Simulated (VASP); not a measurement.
K:

```xyz
1
Lattice="-2.6976 2.6976 2.6976 2.6976 -2.6976 2.6976 2.6976 2.6976 -2.6976" Properties=species:S:1:pos:R:3 pbc="T T T"
K     0.0000    0.0000    0.0000
```

| Item | Value |
| --- | --- |
| Program | VASP 6.6.1 |
| Task | relaxation of cell and atoms |
| Functional | PBE |
| Potentials or basis | VASP PAW PBE potentials, release 64 (K_sv) |
| Cutoff | 600 eV |
| k mesh | 7 × 7 × 7 |
| Occupations | fermi-dirac, width 0.05 eV |
| Spin | no spin polarisation |

At the start: pressure -0.2 GPa; volume 78.52 Å³/atom.

Where does the relaxation end?

Over 5 steps the energy falls by 3.2 meV/atom and the volume is 73.74 Å³/atom (-6.1 %); space group Im-3m (No. 229, to 0.05 Å).

The path:
```
step  energy change (eV)  largest force (eV/Å)  pressure (GPa)  volume (Å³)
   1              0.0000                0.0000           -0.20        78.52
   2             -0.0013                0.0000           -0.16        77.40
   3             -0.0028                0.0000           -0.08        75.48
   4             -0.0026                0.0000            0.10        71.74
   5             -0.0032                0.0000           -0.01        73.74
```

Final structure:
```
K
1.0
    -2.64172    2.64172    2.64172
     2.64172   -2.64172    2.64172
     2.64172    2.64172   -2.64172
K
1
Direct
  0.00000 0.00000 0.00000
```
